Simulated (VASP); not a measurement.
# K (Cmce) in VASP: single point with PBE+D3(BJ)

Aim: the single point of K with PBE+D3(BJ).

Everything below comes from runs of VASP 6.6.1. Logs are shortened: lines on timing, memory, paths and dates and some standing lists are left out, and cuts for length are marked.

### Step 1. The cell of the first run

It takes space group Cmce (No. 64, orthorhombic). Conventional cell: a = 12.570 Å, b = 9.974 Å, c = 9.767 Å, α = 90.00°, β = 90.00°, γ = 90.00°.

### Step 2. Single point, PBE+D3(BJ)

File INCAR:

```
  ALGO = Normal
  EDIFF = 1E-6
  ENCUT = 520
  GGA = PE
  ISIF = 2
  ISMEAR = 0
  IVDW = 12
  LASPH = True
  LCHARG = False
  LREAL = False
  LWAVE = False
  NBANDS = 46
  NELM = 100
  PREC = Accurate
  SIGMA = 0.1
```

File KPOINTS:

```
k-points
0
Gamma
  4 4 2
```

File POSCAR:

```
K
1.0
    6.2847771000     -4.9869029900      0.0000000000
    6.2847771000      4.9869029900      0.0000000000
    0.0000000000      0.0000000000      9.7670775600
K
8
Direct
    0.7467929500      0.7467929500      0.5000000000
    0.2532070500      0.2532070500      0.5000000000
    0.2391031600      0.7608968400      0.2613112800
    0.7391031600      0.2608968400      0.2386887200
    0.7532070500      0.7532070500      0.0000000000
    0.2467929500      0.2467929500      0.0000000000
    0.2608968400      0.7391031600      0.7613112800
    0.7608968400      0.2391031600      0.7386887200
```

Potentials or basis: VASP PAW PBE potentials, release 64 (K_sv).

Launch:

```
> cat potpaw_PBE.64/K_sv/POTCAR > POTCAR
> mpirun -np 1 vasp_std > vasp.out
```

OUTCAR:

```text
EDIFF = 1E-6
   ENCUT = 520
   GGA = PE
   ISIF = 2
   ISMEAR = 0
   IVDW = 12
   LASPH = True
   LREAL = False
   NELM = 100
   PREC = Accurate
 IVDW          = 12

 ion  position               nearest neighbor table
   1  0.747  0.747  0.500-
   2  0.253  0.253  0.500-
   3  0.239  0.761  0.261-
   4  0.739  0.261  0.239-
   5  0.753  0.753  0.000-
   6  0.247  0.247  0.000-
   7  0.261  0.739  0.761-
   8  0.761  0.239  0.739-

  LATTYP: Found a base centered orthorhombic cell.
 ALAT       =     9.9738059800
 B/A-ratio  =     1.2602565385
 C/A-ratio  =     0.9792728653

  Lattice vectors:

 A1 = (  -6.2847771000,  -4.9869029900,   0.0000000000)
 A2 = (   6.2847771000,  -4.9869029900,   0.0000000000)
 A3 = (   0.0000000000,   0.0000000000,   9.7670775600)

Analysis of symmetry for initial positions (statically):
=====================================================================
 Subroutine PRICEL returns:
 Original cell was already a primitive cell.

 Routine SETGRP: Setting up the symmetry group for a
 base centered orthorhombic supercell.

 Subroutine GETGRP returns: Found  8 space group operations
 (whereof  4 operations were pure point group operations)
 out of a pool of  8 trial point group operations.

The static configuration has the point symmetry C_2h.
 The point group associated with its full space group is D_2h.

Analysis of symmetry for dynamics (positions and initial velocities):
=====================================================================
 Subroutine PRICEL returns:
 Original cell was already a primitive cell.

 Routine SETGRP: Setting up the symmetry group for a
 base centered orthorhombic supercell.

 Subroutine GETGRP returns: Found  8 space group operations
 (whereof  4 operations were pure point group operations)
 out of a pool of  8 trial point group operations.

The dynamic configuration has the point symmetry C_2h.
 The point group associated with its full space group is D_2h.

 Subroutine INISYM returns: Found  8 space group operations
 (whereof  4 operations are pure point group operations),
 and found     1 'primitive' translations

----------------------------------------------------------------------------------------

                                     Primitive cell

  volume of cell :     612.2312

  direct lattice vectors                    reciprocal lattice vectors
     6.284777100 -4.986902990  0.000000000     0.079557316 -0.100262628  0.000000000
     6.284777100  4.986902990  0.000000000     0.079557316  0.100262628  0.000000000
     0.000000000  0.000000000  9.767077560     0.000000000  0.000000000  0.102384771

  length of vectors
     8.022943639  8.022943639  9.767077560     0.127992036  0.127992036  0.102384771

  position of ions in fractional coordinates (direct lattice)
     0.746792950  0.746792950  0.500000000
     0.253207050  0.253207050  0.500000000
     0.239103160  0.760896840  0.261311280
     0.739103160  0.260896840  0.238688720
     0.753207050  0.753207050  0.000000000
     0.246792950  0.246792950  0.000000000
     0.260896840  0.739103160  0.761311280
     0.760896840  0.239103160  0.738688720

  ion indices of the primitive-cell ions
   primitive index   ion index
                 1           1
                 2           2
                 3           3
                 4           4
                 5           5
                 6           6
                 7           7
                 8           8

----------------------------------------------------------------------------------------

 KPOINTS: k-points

Automatic generation of k-mesh.
 Grid dimensions read from file:
 generate k-points for:    4    4    2

 Generating k-lattice:

  Cartesian coordinates                     Fractional coordinates (reciprocal lattice)
     0.019889329 -0.025065657  0.000000000     0.250000000 -0.000000000  0.000000000
     0.019889329  0.025065657  0.000000000    -0.000000000  0.250000000  0.000000000
     0.000000000  0.000000000  0.051192386     0.000000000  0.000000000  0.500000000

  Length of vectors
     0.031998009  0.031998009  0.051192386

  Shift w.r.t. Gamma in fractional coordinates (k-lattice)
     0.000000000  0.000000000  0.000000000

 Subroutine IBZKPT returns following result:
 ===========================================

 Found     14 irreducible k-points:

 Following reciprocal coordinates:
            Coordinates               Weight
  0.000000  0.000000  0.000000      1.000000
  0.250000  0.000000  0.000000      4.000000
  0.500000  0.000000  0.000000      2.000000
  0.250000  0.250000  0.000000      2.000000
  0.500000  0.250000  0.000000      4.000000
 -0.250000  0.250000  0.000000      2.000000
  0.500000  0.500000  0.000000      1.000000
  0.000000  0.000000  0.500000      1.000000
  0.250000  0.000000  0.500000      4.000000
  0.500000  0.000000  0.500000      2.000000
  0.250000  0.250000  0.500000      2.000000
  0.500000  0.250000  0.500000      4.000000
 -0.250000  0.250000  0.500000      2.000000
  0.500000  0.500000  0.500000      1.000000
   k-points           NKPTS =     14   k-points in BZ     NKDIM =     14   number of bands    NBANDS=     46
   number of dos      NEDOS =    301   number of ions     NIONS =      8
   total plane-waves  NPLWV = 288000
   dimension x,y,z NGX =    60 NGY =   60 NGZ =   80
   dimension x,y,z NGXF=   120 NGYF=  120 NGZF=  160
   ions per type =               8
   NGX,Y,Z   is equivalent  to a cutoff of  12.43, 12.43, 13.62 a.u.
   NGXF,Y,Z  is equivalent  to a cutoff of  24.87, 24.87, 27.23 a.u.
 SYSTEM =  unknown system
   PREC   = accura    normal or accurate (medium, high low for compatibility)
   ISTART =      0    job   : 0-new  1-cont  2-samecut
   ICHARG =      2    charge: 1-file 2-atom 10-const
   ISPIN  =      1    spin polarized calculation?
   LNONCOLLINEAR =      F non collinear calculations
   LSORBIT =      F    spin-orbit coupling
   LASPH  =      T    aspherical Exc in radial PAW
   ENCUT  =  520.0 eV  38.22 Ry    6.18 a.u.  14.92 14.92 18.16*2*pi/ulx,y,z
   NELM   =    100;   NELMIN=  2; NELMDL= -5     # of ELM steps
   EDIFF  = 0.1E-05   stopping-criterion for ELM
   LREAL  =      F    real-space projection
   EDIFFG = 0.1E-04   stopping-criterion for IOM
   NSW    =      0    number of steps for IOM
   IBRION =     -1    ionic relax: 0-MD 1-quasi-New 2-CG
   NFREE  =      0    steps in history (QN), initial steepest desc. (CG)
   ISIF   =      2    stress and relaxation
   ISYM   =      2    0-nonsym 1-usesym 2-fastsym
   POTIM  = 0.5000    time-step for ionic-motion
   TEBEG  =    0.0;   TEEND  =   0.0 temperature during run
   PSTRESS=    0.0 pullay stress
   NELECT =      72.0000    total number of electrons
   NUPDOWN=      -1.0000    fix difference up-down
   EMIN   =  10.00;   EMAX   =-10.00  energy-range for DOS
   EFERMI =   0.00;   METHOD = LEGACY
   ISMEAR =     0;   SIGMA  =   0.10  broadening in eV -4-tet -1-fermi 0-gaus
   EFERMI_NEDOS =   21; number of points for ismear=-14 and -15
   IALGO  =     38    algorithm
   IMIX   =      4    mixing-type and parameters
     AMIX     =   0.40;   BMIX     =  1.00
     AMIX_MAG =   1.60;   BMIX_MAG =  1.00
  volume/ion in A,a.u.               =      76.53       516.44
  Fermi-wavevector in a.u.,A,eV,Ry     =   0.802073  1.515698  8.752913  0.643321
  Thomas-Fermi vector in A             =   1.909681
   LORBIT       =      0    0 simple, 1 ext, 2 COOP (PROOUT), +10 PAW based schemes
   GGA     = PE    functional components
   LHFCALC =     F    Hartree Fock is set to
   AEXX    =    0.0000 exact exchange contribution
   IVDW    =    12    specifies the selected vdW correction
   LEPSILON=     F    determine dielectric tensor
   LRPA    =     F    only Hartree local field effects (RPA)
 non-spin polarized calculation
 Gauss-broadening in eV      SIGMA  =   0.10
  energy-cutoff  :      520.00
  volume of cell :      612.23
 maximum number of plane-waves:     16548
   NGX = 29   NGY = 29   NGZ = 37

 number of electron      72.0000006 magnetization

 Free energy of the ion-electron system (eV)
  ---------------------------------------------------
  ext. energy  EPLUGINS =         0.00000000
  ---------------------------------------------------
  free energy    TOTEN  =        -8.32605396 eV

  energy without entropy =       -8.29843641  energy(sigma->0) =       -8.31224518

 E-fermi :  -0.2221     XC(G=0):  -5.5561

 val. band max:       -0.2337524497   @ k =   0.5000   0.2500   0.5000
 cond. band min:      -0.0918642960   @ k =   0.2500   0.2500   0.0000
 fundamental gap:      0.1418881537
 Fermi energy:        -0.2221287630

 k-point     1 :       0.0000    0.0000    0.0000
  band No.  band energies     occupation
      1     -32.3614      2.00000
      2     -32.3584      2.00000
      3     -32.3584      2.00000
      4     -32.3581      2.00000
      5     -32.3579      2.00000
      6     -32.3577      2.00000
[... 38 lines left out ...]
     45       1.3900      0.00000
     46       1.3949      0.00000

 k-point     2 :       0.2500    0.0000    0.0000
  band No.  band energies     occupation
      1     -32.3609      2.00000
      2     -32.3588      2.00000
      3     -32.3583      2.00000
      4     -32.3579      2.00000
      5     -32.3579      2.00000
      6     -32.3578      2.00000
[... 38 lines left out ...]
     45       1.7248      0.00000
     46       1.7923      0.00000

 k-point     3 :       0.5000    0.0000    0.0000
  band No.  band energies     occupation
      1     -32.3598      2.00000
      2     -32.3598      2.00000
      3     -32.3581      2.00000
      4     -32.3581      2.00000
      5     -32.3576      2.00000
      6     -32.3576      2.00000
[... 528 lines left out ...]
     45       1.8184      0.00000
     46       1.8254      0.00000

 k-point    14 :       0.5000    0.5000    0.5000
  band No.  band energies     occupation
      1     -32.3586      2.00000
      2     -32.3586      2.00000
      3     -32.3583      2.00000
      4     -32.3583      2.00000
      5     -32.3582      2.00000
      6     -32.3582      2.00000
[... 38 lines left out ...]
     45       2.0085      0.00000
     46       2.0085      0.00000

------------------------ aborting loop because EDIFF is reached ----------------------------------------

 Edisp (eV)   -0.86906

 E8    (eV) :    -0.4688

  FORCE on cell =-STRESS in cart. coord.  units (eV):
  Direction    XX          YY          ZZ          XY          YZ          ZX
  --------------------------------------------------------------------------------------
  -------------------------------------------------------------------------------------
  Total      -1.38531    -1.63027    -1.01084     0.00000     0.00000     0.00000
  in kB      -3.62529    -4.26632    -2.64531     0.00000     0.00000     0.00000
  external pressure =       -3.51 kB  Pullay stress =        0.00 kB

 VOLUME and BASIS-vectors are now :
 -----------------------------------------------------------------------------
  energy-cutoff  :      520.00
  volume of cell :      612.23
      direct lattice vectors                 reciprocal lattice vectors
     6.284777100 -4.986902990  0.000000000     0.079557316 -0.100262628  0.000000000
     6.284777100  4.986902990  0.000000000     0.079557316  0.100262628  0.000000000
     0.000000000  0.000000000  9.767077560     0.000000000  0.000000000  0.102384771

 POSITION                                       TOTAL-FORCE (eV/Angst)
 -----------------------------------------------------------------------------------
      9.38685      0.00000      4.88354         0.009057      0.000000      0.000000
      3.18270      0.00000      4.88354        -0.009057      0.000000      0.000000
      6.28478      2.60213      2.55225         0.000000     -0.021076     -0.021199
      6.28478     -2.38477      2.33129         0.000000     -0.021076      0.021199
      9.46748      0.00000      0.00000        -0.009057      0.000000      0.000000
      3.10208      0.00000      0.00000         0.009057      0.000000      0.000000
      6.28478      2.38477      7.43579         0.000000      0.021076     -0.021199
      6.28478     -2.60213      7.21483         0.000000      0.021076      0.021199
 -----------------------------------------------------------------------------------
    total drift:                               -0.000000     -0.000000      0.000000

  FREE ENERGIE OF THE ION-ELECTRON SYSTEM (eV)
  ---------------------------------------------------
  free  energy   TOTEN  =        -9.1951111387 eV

  energy  without entropy=       -9.1674935922  energy(sigma->0) =       -9.18130237
```

It took 5.4 min on 1 thread of Intel Xeon Platinum 8259CL at 2.50GHz (Skylake/Cascade Lake), shared host; peak memory 0.7 GiB.

Results:

- Free energy: -9.1951 eV
- Pressure: -0.4 GPa
- Largest force: 0.030 eV/Å
- Band gap on the k mesh: zero (bands 36 and 37 overlap by 1.02 eV)
- Dispersion energy per atom: -0.109 eV

Forces on the atoms (eV/Å):
```
K    0.009  0.000  0.000
K   -0.009  0.000  0.000
K    0.000 -0.021 -0.021
K    0.000 -0.021  0.021
K   -0.009  0.000  0.000
K    0.009  0.000  0.000
K    0.000  0.021 -0.021
K    0.000  0.021  0.021
```
